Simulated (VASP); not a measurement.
The system is Li2ClF.

```
F Cl Li
1.0
     1.39359    0.80459    4.55144
    -1.39359    0.80459    4.55144
     0.00000   -1.60918    4.55144
F Cl Li
1 1 2
Direct
  0.00000 0.00000 0.00000
  0.50000 0.50000 0.50000
  0.25000 0.25000 0.25000
  0.75000 0.75000 0.75000
```

```yaml
Program: VASP 6.6.1
Task: relaxation of cell and atoms
Functional: PBE
Potentials_or_basis: VASP PAW PBE potentials, release 64 (F, Cl, Li_sv)
Cutoff: 600 eV
k_mesh: 10 × 10 × 10
Occupations: fermi-dirac, width 0.02 eV
Spin: no spin polarisation
```

At the start: pressure 71.9 GPa; volume 7.66 Å³/atom.

Problem. Where does the relaxation end?

Solution. Over 7 steps the energy falls by 820.5 meV/atom and the volume is 12.18 Å³/atom (+59.1 %); space group R-3m (No. 166, to 0.1 Å) before and after.

Step by step:
| step | energy change (eV) | largest force (eV/Å) | pressure (GPa) | volume (Å³) |
| --- | --- | --- | --- | --- |
| 1 | 0.0000 | 3.3256 | 71.90 | 30.62 |
| 2 | -3.2772 | 0.1440 | 0.42 | 48.50 |
| 3 | -3.2780 | 0.0998 | -0.52 | 49.16 |
| 4 | -3.2801 | 0.0683 | -0.42 | 49.05 |
| 5 | -3.2819 | 0.0107 | -0.19 | 48.85 |
| 6 | -3.2819 | 0.0008 | -0.14 | 48.81 |
| 7 | -3.2820 | 0.0029 | -0.01 | 48.71 |

Final structure:
```cif
data_structure
_symmetry_space_group_name_H-M 'P 1'
_symmetry_Int_Tables_number 1
_cell_length_a 5.5994
_cell_length_b 5.5994
_cell_length_c 5.5994
_cell_angle_alpha 33.913
_cell_angle_beta 33.913
_cell_angle_gamma 33.913
_cell_volume 48.71
loop_
_atom_site_label
_atom_site_type_symbol
_atom_site_fract_x
_atom_site_fract_y
_atom_site_fract_z
_atom_site_occupancy
F1 F 0.00000 0.00000 0.00000 1
Cl1 Cl 0.50000 0.50000 0.50000 1
Li1 Li 0.26326 0.26326 0.26326 1
Li2 Li 0.73674 0.73674 0.73674 1
```

Caveat: the cutoff is under 1.25 times the usual one of these potentials, so pressure, stress and relaxed cells hold a basis-set (Pulay) error; the volume moved by over 15 % at a fixed basis, so the end points are rough.
